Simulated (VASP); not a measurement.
# Pt (P6_3/mmc) in VASP: a series of runs

Runs on Pt. Level: PBEsol. Tasks: single point.

Program: VASP 6.6.1. These are calculated values, not measurements. Logs are shortened: lines on timing, memory, paths and dates and some standing lists are left out, and cuts for length are marked.

## (1) The cell of the first run

It takes space group P6_3/mmc (No. 194, hexagonal). Conventional cell: a = 2.598 Å, b = 2.598 Å, c = 4.942 Å, α = 90.00°, β = 90.00°, γ = 120.00°. Within 3.4 Å of Pt (site symmetry -6m2) lie 12 Pt at 2.60 to 2.89 Å.

This isn't the form of Pt at room conditions, which is fcc.

## (2) Single point, PBEsol

INCAR reads:

```
PREC     = Accurate       # precision mode
ENCUT    = 520            # plane-wave cutoff, eV
EDIFF    = 1E-7           # SCF threshold, eV
ISMEAR   = 0              # smearing method
SIGMA    = 0.15           # smearing width, eV
LREAL    = False          # projectors in reciprocal space
LASPH    = True           # aspherical terms in the spheres
NELM     = 100            # most SCF steps
ALGO     = Normal         # electronic algorithm
ISIF     = 2              # what is computed and relaxed
LWAVE    = False          # write WAVECAR
LCHARG   = False          # write CHGCAR
GGA      = PS             # functional
NBANDS   = 17             # bands
```

KPOINTS reads:

```
regular mesh
0
Gamma
  18 18 10
```

POSCAR reads:

```
Pt
1.0
    2.5980000000      0.0000000000      0.0000000000
   -1.2990000000      2.2499339990      0.0000000000
    0.0000000000      0.0000000000      4.9423000000
Pt
2
Direct
    0.6666666667      0.3333333333      0.7500000000
    0.3333333333      0.6666666667      0.2500000000
```

Potentials or basis: VASP PAW PBE potentials, release 64 (Pt).

Command:

```sh
$ cat potpaw_PBE.64/Pt/POTCAR > POTCAR
$ mpirun -np 1 vasp_std > vasp.out
```

OUTCAR:

```text
PREC = Accurate
   ENCUT = 520
   EDIFF = 1E-7
   ISMEAR = 0
   LREAL = False
   LASPH = True
   NELM = 100
   ISIF = 2
   GGA = PS

 ion  position               nearest neighbor table
   1  0.667  0.333  0.750-   2 2.89   2 2.89   2 2.89   2 2.89   2 2.89   2 2.89
   2  0.333  0.667  0.250-   1 2.89   1 2.89   1 2.89   1 2.89   1 2.89   1 2.89

  LATTYP: Found a hexagonal cell.
 ALAT       =     2.5980000000
 C/A-ratio  =     1.9023479600

  Lattice vectors:

 A1 = (   2.5980000000,   0.0000000000,   0.0000000000)
 A2 = (  -1.2990000000,   2.2499339990,   0.0000000000)
 A3 = (   0.0000000000,   0.0000000000,   4.9423000000)

Analysis of symmetry for initial positions (statically):
=====================================================================
 Subroutine PRICEL returns:
 Original cell was already a primitive cell.

 Routine SETGRP: Setting up the symmetry group for a
 hexagonal supercell.

 Subroutine GETGRP returns: Found 24 space group operations
 (whereof 12 operations were pure point group operations)
 out of a pool of 24 trial point group operations.

The static configuration has the point symmetry D_3d.
 The point group associated with its full space group is D_6h.

Analysis of symmetry for dynamics (positions and initial velocities):
=====================================================================
 Subroutine PRICEL returns:
 Original cell was already a primitive cell.

 Routine SETGRP: Setting up the symmetry group for a
 hexagonal supercell.

 Subroutine GETGRP returns: Found 24 space group operations
 (whereof 12 operations were pure point group operations)
 out of a pool of 24 trial point group operations.

The dynamic configuration has the point symmetry D_3d.
 The point group associated with its full space group is D_6h.

 Subroutine INISYM returns: Found 24 space group operations
 (whereof 12 operations are pure point group operations),
 and found     1 'primitive' translations

----------------------------------------------------------------------------------------

                                     Primitive cell

  volume of cell :      28.8894

  direct lattice vectors                    reciprocal lattice vectors
     2.598000000  0.000000000  0.000000000     0.384911470  0.222228741  0.000000000
    -1.299000000  2.249933999  0.000000000     0.000000000  0.444457482  0.000000000
     0.000000000  0.000000000  4.942300000     0.000000000  0.000000000  0.202334945

  length of vectors
     2.598000000  2.598000000  4.942300000     0.444457482  0.444457482  0.202334945

  position of ions in fractional coordinates (direct lattice)
     0.666666667  0.333333333  0.750000000
     0.333333333  0.666666667  0.250000000

  ion indices of the primitive-cell ions
   primitive index   ion index
                 1           1
                 2           2

----------------------------------------------------------------------------------------

 KPOINTS: regular mesh

Automatic generation of k-mesh.
 Grid dimensions read from file:
 generate k-points for:   18   18   10

 Generating k-lattice:

  Cartesian coordinates                     Fractional coordinates (reciprocal lattice)
     0.021383971  0.012346041  0.000000000     0.055555556  0.000000000  0.000000000
     0.000000000  0.024692082  0.000000000     0.000000000  0.055555556  0.000000000
     0.000000000  0.000000000  0.020233495     0.000000000  0.000000000  0.100000000

  Length of vectors
     0.024692082  0.024692082  0.020233495

  Shift w.r.t. Gamma in fractional coordinates (k-lattice)
     0.000000000  0.000000000  0.000000000

 Subroutine IBZKPT returns following result:
 ===========================================

 Found    222 irreducible k-points:

 Following reciprocal coordinates:
            Coordinates               Weight
  0.000000  0.000000  0.000000      1.000000
  0.055556 -0.000000  0.000000      6.000000
  0.111111 -0.000000  0.000000      6.000000
  0.166667  0.000000  0.000000      6.000000
  0.222222 -0.000000  0.000000      6.000000
  0.277778 -0.000000  0.000000      6.000000
[... 16 lines left out ...]
  0.333333  0.111111  0.000000     12.000000
  0.388889  0.111111  0.000000     12.000000
 [... further k-points ...]
   k-points           NKPTS =    222   k-points in BZ     NKDIM =    222   number of bands    NBANDS=     17
   number of dos      NEDOS =    301   number of ions     NIONS =      2
   total plane-waves  NPLWV =  16000
   dimension x,y,z NGX =    20 NGY =   20 NGZ =   40
   dimension x,y,z NGXF=    40 NGYF=   40 NGZF=   80
   ions per type =               2
   NGX,Y,Z   is equivalent  to a cutoff of  12.80, 12.80, 13.45 a.u.
   NGXF,Y,Z  is equivalent  to a cutoff of  25.60, 25.60, 26.91 a.u.
 SYSTEM =  unknown system
   PREC   = accura    normal or accurate (medium, high low for compatibility)
   ISTART =      0    job   : 0-new  1-cont  2-samecut
   ICHARG =      2    charge: 1-file 2-atom 10-const
   ISPIN  =      1    spin polarized calculation?
   LNONCOLLINEAR =      F non collinear calculations
   LSORBIT =      F    spin-orbit coupling
   LASPH  =      T    aspherical Exc in radial PAW
   ENCUT  =  520.0 eV  38.22 Ry    6.18 a.u.   4.83  4.83  9.19*2*pi/ulx,y,z
   NELM   =    100;   NELMIN=  2; NELMDL= -5     # of ELM steps
   EDIFF  = 0.1E-06   stopping-criterion for ELM
   LREAL  =      F    real-space projection
   EDIFFG = 0.1E-05   stopping-criterion for IOM
   NSW    =      0    number of steps for IOM
   IBRION =     -1    ionic relax: 0-MD 1-quasi-New 2-CG
   NFREE  =      0    steps in history (QN), initial steepest desc. (CG)
   ISIF   =      2    stress and relaxation
   ISYM   =      2    0-nonsym 1-usesym 2-fastsym
   POTIM  = 0.5000    time-step for ionic-motion
   TEBEG  =    0.0;   TEEND  =   0.0 temperature during run
   PSTRESS=    0.0 pullay stress
   NELECT =      20.0000    total number of electrons
   NUPDOWN=      -1.0000    fix difference up-down
   EMIN   =  10.00;   EMAX   =-10.00  energy-range for DOS
   EFERMI =   0.00;   METHOD = LEGACY
   ISMEAR =     0;   SIGMA  =   0.15  broadening in eV -4-tet -1-fermi 0-gaus
   EFERMI_NEDOS =   21; number of points for ismear=-14 and -15
   IALGO  =     38    algorithm
   IMIX   =      4    mixing-type and parameters
     AMIX     =   0.40;   BMIX     =  1.00
     AMIX_MAG =   1.60;   BMIX_MAG =  1.00
  volume/ion in A,a.u.               =      14.44        97.48
  Fermi-wavevector in a.u.,A,eV,Ry     =   1.448234  2.736766 28.536621  2.097382
  Thomas-Fermi vector in A             =   2.566098
   LORBIT       =      0    0 simple, 1 ext, 2 COOP (PROOUT), +10 PAW based schemes
   GGA     = PS    functional components
   LHFCALC =     F    Hartree Fock is set to
   AEXX    =    0.0000 exact exchange contribution
   IVDW    =     0    specifies the selected vdW correction
   LEPSILON=     F    determine dielectric tensor
   LRPA    =     F    only Hartree local field effects (RPA)
 non-spin polarized calculation
 Gauss-broadening in eV      SIGMA  =   0.15
  energy-cutoff  :      520.00
  volume of cell :       28.89
 maximum number of plane-waves:       795
 NGX is ok and might be reduce to    20
   NGX =  9   NGY =  9   NGZ = 19

 number of electron      20.0000000 magnetization

 Free energy of the ion-electron system (eV)
  ---------------------------------------------------
  ext. energy  EPLUGINS =         0.00000000
  ---------------------------------------------------
  free energy    TOTEN  =       -13.54432986 eV

  energy without entropy =      -13.51801656  energy(sigma->0) =      -13.53117321

 E-fermi :  11.8557     XC(G=0): -13.8562

 val. band max:       11.8499985862   @ k =   0.4444   0.1111   0.2000
 cond. band min:      11.8596601269   @ k =   0.2222  -0.0000   0.4000
 fundamental gap:      0.0096615407
 Fermi energy:        11.8557431023

 k-point     1 :       0.0000    0.0000    0.0000
  band No.  band energies     occupation
      1       1.1265      2.00000
      2       3.4515      2.00000
      3       6.6458      2.00000
      4       7.8425      2.00000
      5       7.8425      2.00000
      6       8.1227      2.00000
[... 9 lines left out ...]
     16      28.9815      0.00000
     17      35.3308      0.00000

 k-point     2 :       0.0556   -0.0000    0.0000
  band No.  band energies     occupation
      1       1.2624      2.00000
      2       3.5880      2.00000
      3       6.6972      2.00000
      4       7.7672      2.00000
      5       7.9526      2.00000
      6       8.0415      2.00000
[... 9 lines left out ...]
     16      29.2282      0.00000
     17      33.9500      0.00000

 k-point     3 :       0.1111   -0.0000    0.0000
  band No.  band energies     occupation
      1       1.6574      2.00000
      2       3.9736      2.00000
      3       6.8104      2.00000
      4       7.5932      2.00000
      5       7.8582      2.00000
      6       8.2781      2.00000
[... 9 lines left out ...]
     16      29.8565      0.00000
     17      32.2830      0.00000

 k-point     4 :       0.1667    0.0000    0.0000
  band No.  band energies     occupation
      1       2.2684      2.00000
      2       4.5099      2.00000
      3       6.8521      2.00000
      4       7.3561      2.00000
      5       7.8620      2.00000
      6       7.8859      2.00000
[... 9 lines left out ...]
     16      30.4406      0.00000
     17      30.9492      0.00000

 k-point     5 :       0.2222   -0.0000    0.0000
  band No.  band energies     occupation
      1       3.0064      2.00000
      2       4.9327      2.00000
      3       6.9347      2.00000
      4       7.1126      2.00000
      5       7.1160      2.00000
      6       8.3630      2.00000
[... 9 lines left out ...]
     16      30.5524      0.00000
     17      30.5607      0.00000

 k-point     6 :       0.2778   -0.0000    0.0000
  band No.  band energies     occupation
      1       3.7053      2.00000
      2       4.9539      2.00000
      3       6.4787      2.00000
      4       6.9274      2.00000
      5       7.5448      2.00000
      6       8.5778      2.00000
[... 9 lines left out ...]
     16      29.1238      0.00000
     17      30.7696      0.00000

 k-point     7 :       0.3333   -0.0000    0.0000
  band No.  band energies     occupation
      1       4.1439      2.00000
      2       4.7392      2.00000
      3       5.9737      2.00000
      4       7.1325      2.00000
      5       8.1464      2.00000
      6       8.2944      2.00000
[... 9 lines left out ...]
     16      27.7766      0.00000
     17      28.9728      0.00000

 k-point     8 :       0.3889   -0.0000    0.0000
  band No.  band energies     occupation
      1       4.2628      2.00000
      2       4.5210      2.00000
      3       5.6068      2.00000
      4       7.6211      2.00000
      5       7.8161      2.00000
      6       8.9105      2.00000
[... 9 lines left out ...]
     16      26.1851      0.00000
     17      26.6140      0.00000
[... 203 lines left out ...]
      1       2.6295      2.00000
      2       4.8634      2.00000
      3       6.7194      2.00000
      4       7.3744      2.00000
      5       7.5490      2.00000
      6       7.6342      2.00000
[... 9 lines left out ...]
     16      29.1319      0.00000
     17      30.2227      0.00000

 k-point    20 :       0.1667    0.1111    0.0000
  band No.  band energies     occupation
      1       3.3722      2.00000
      2       5.3850      2.00000
      3       6.5760      2.00000
      4       6.9532      2.00000
      5       7.1109      2.00000
      6       8.0097      2.00000
[... 9 lines left out ...]
     16      28.8858      0.00000
     17      29.9168      0.00000

 k-point    21 :       0.2222    0.1111    0.0000
  band No.  band energies     occupation
      1       4.1199      2.00000
      2       5.4340      2.00000
      3       6.4294      2.00000
      4       6.8009      2.00000
      5       7.1335      2.00000
      6       8.3182      2.00000
[... 9 lines left out ...]
     16      27.9828      0.00000
     17      30.5709      0.00000

 k-point    22 :       0.2778    0.1111    0.0000
  band No.  band energies     occupation
      1       4.6237      2.00000
      2       5.1795      2.00000
      3       6.0040      2.00000
      4       7.0512      2.00000
      5       7.7869      2.00000
      6       7.9993      2.00000
[... 9 lines left out ...]
     16      27.1103      0.00000
     17      29.1945      0.00000

 k-point    23 :       0.3333    0.1111    0.0000
  band No.  band energies     occupation
      1       4.7515      2.00000
      2       4.9526      2.00000
      3       5.6917      2.00000
      4       7.5838      2.00000
      5       7.7697      2.00000
      6       8.4190      2.00000
[... 9 lines left out ...]
     16      26.3499      0.00000
     17      26.9663      0.00000

 k-point    24 :       0.3889    0.1111    0.0000
  band No.  band energies     occupation
      1       4.6734      2.00000
      2       4.8525      2.00000
      3       5.5011      2.00000
      4       7.6329      2.00000
      5       8.1541      2.00000
      6       8.6868      2.00000
[... 9 lines left out ...]
     16      25.3529      0.00000
     17      25.7572      0.00000

 [... further k-points ...]
[... 5 lines left out ...]
  --------------------------------------------------------------------------------------
  -------------------------------------------------------------------------------------
  Total        6.1373600      6.1373600     -0.4361855     -0.0000000     -0.0000000      0.0000000
  in kB      340.3722548    340.3722548    -24.1904405     -0.0000000     -0.0000000      0.0000000
  external PRESSURE =     218.8513564 kB  Pullay stress =       0.0000000 kB

 VOLUME and BASIS-vectors are now :
 -----------------------------------------------------------------------------
  energy-cutoff  :      520.00
  volume of cell :       28.89
      direct lattice vectors                 reciprocal lattice vectors
     2.598000000  0.000000000  0.000000000     0.384911470  0.222228741  0.000000000
    -1.299000000  2.249933999  0.000000000     0.000000000  0.444457482  0.000000000
     0.000000000  0.000000000  4.942300000     0.000000000  0.000000000  0.202334945

 POSITION                                       TOTAL-FORCE (eV/Angst)
 -----------------------------------------------------------------------------------
      1.29900      0.74998      3.70673         0.000000     -0.000000      0.000000
     -0.00000      1.49996      1.23558        -0.000000      0.000000      0.000000
 -----------------------------------------------------------------------------------
    total drift:                               -0.000000      0.000000     -0.000000

  FREE ENERGIE OF THE ION-ELECTRON SYSTEM (eV)
  ---------------------------------------------------
  free  energy   TOTEN  =       -13.5443298602 eV

  energy  without entropy=      -13.5180165606  energy(sigma->0) =      -13.53117321
```

Wall time 40 s (1 thread of Intel Xeon 6975P-C (Granite Rapids), shared host); peak memory 0.21 GiB.

What came out:

```yaml
Free_energy: -13.5443 eV
Pressure: 21.9 GPa
Band_gap_on_the_k_mesh: zero (bands 10 and 11 overlap by 1.82 eV)
```

Stress tensor (GPa, compression positive):
```
34.04  0.00  0.00
 0.00 34.04  0.00
 0.00  0.00 -2.42
```

Levels at points of the mesh, in eV from the Fermi level:
```csv
k point,band 6,band 7,band 8,band 9,band 10,band 11,band 12,band 13,band 14,band 15
"(0.00, 0.00, 0.00)",-3.73,-3.73,-1.78,-1.35,-1.35,-0.09,-0.09,4.06,14.09,15.45
"(0.50, 0.00, 0.00)",-2.90,-2.61,-0.20,0.92,1.05,2.57,4.24,7.96,8.56,10.38
"(0.00, 0.00, 0.50)",-3.95,-3.95,-3.95,-0.62,-0.62,-0.62,-0.62,10.53,10.53,15.88
"(0.50, 0.00, 0.50)",-1.72,-1.05,-1.05,0.99,0.99,1.67,1.67,7.72,7.72,13.40
```

Caveat: the cell stands under pressure; the PAW data sets were made with another functional, which shifts forces and pressure a little; spin-orbit coupling is left out, which moves the levels of the heavy elements.

## (3) Single point, PBEsol

This run uses another cell than the first one, of 14.38 Å³/atom.

INCAR reads:

```
ALGO = Normal
EDIFF = 1E-6
ENCUT = 520
GGA = PS
ISIF = 2
ISMEAR = 0
LASPH = True
LCHARG = True
LELF = True
LREAL = False
LVHAR = True
LWAVE = False
NBANDS = 17
NELM = 100
PREC = Accurate
SIGMA = 0.15
```

KPOINTS reads:

```
k-points
0
Gamma
  18 18 10
```

POSCAR reads:

```
Pt
1.0
    2.7251897179      0.0000000000      0.0000000000
   -1.3625948590      2.3600835258      0.0000000000
    0.0000000000      0.0000000000      4.4716000000
Pt
2
Direct
    0.6666666667      0.3333333333      0.7500000000
    0.3333333333      0.6666666667      0.2500000000
```

Potentials or basis: VASP PAW PBE potentials, release 64 (Pt).

Command:

```sh
$ cat potpaw_PBE.64/Pt/POTCAR > POTCAR
$ mpirun -np 1 vasp_std > vasp.out
```

It took 36 s on 1 thread of Intel Xeon 6975P-C (Granite Rapids), shared host; peak memory 0.2 GiB.

It converged, with:

| Property | Result |
| --- | --- |
| Free energy | -13.7228 eV |
| Pressure | 16.0 GPa |
| Band gap on the k mesh | zero (bands 10 and 11 overlap by 1.39 eV) |

Stress tensor (GPa, compression positive):
```
12.80  0.00  0.00
 0.00 12.80  0.00
 0.00  0.00 22.38
```

Levels at points of the mesh, in eV from the Fermi level:
| k point | band 8 | band 9 | band 10 | band 11 | band 12 | band 13 |
| --- | --- | --- | --- | --- | --- | --- |
| (0.00, 0.00, 0.00) | -2.56 | -2.56 | -0.78 | -0.32 | -0.32 | 6.03 |
| (0.50, 0.00, 0.00) | 0.05 | 0.21 | 0.39 | 2.30 | 3.81 | 7.82 |
| (0.00, 0.00, 0.50) | -4.06 | -1.00 | -1.00 | -1.00 | -1.00 | 13.47 |
| (0.50, 0.00, 0.50) | -1.16 | 0.25 | 0.25 | 1.62 | 1.62 | 6.91 |

Caveat: the cell stands under pressure; the PAW data sets were made with another functional, which shifts forces and pressure a little; spin-orbit coupling is left out, which moves the levels of the heavy elements.
